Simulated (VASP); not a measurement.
Input of a VASP 6.6.1 run:

INCAR

```
ALGO = Normal
EDIFF = 1E-6
ENCUT = 700
GGA = PS
GGA_COMPAT = False
ISIF = 2
ISMEAR = -1
ISPIN = 2
LASPH = True
LCHARG = True
LELF = True
LMAXMIX = 4
LORBIT = 11
LREAL = False
LVHAR = True
LWAVE = False
MAGMOM = 1.5 -1.5
NBANDS = 25
NELM = 200
PREC = Accurate
SIGMA = 0.05
```

File KPOINTS:

```
k-points
0
Gamma
  13 13 13
```

File POSCAR:

```
Cr
1.0
    0.0000000000      2.3682248402      2.3682248402
    2.3682248402      0.0000000000      2.3682248402
    2.3682248402      2.3682248402      0.0000000000
Cr
2
Direct
    0.0000000000      0.0000000000      0.0000000000
    0.5000000000      0.5000000000      0.5000000000
```

Potentials or basis: VASP PAW PBE potentials, release 64 (Cr_sv).

Command:

```console
$ cat potpaw_PBE.64/Cr_sv/POTCAR > POTCAR
$ mpirun -np 1 vasp_std > vasp.out
```

**Question.** Estimate the band gap on the k mesh.

**Answer.** Zero (filled and empty bands overlap).

**Question.** What does it give for the site moments?

**Answer.** Cr +0.71, -0.71 μB.

Caveat: the cell stands under tension; the antiferromagnetic order is the one typed at the start, and another may lie lower.
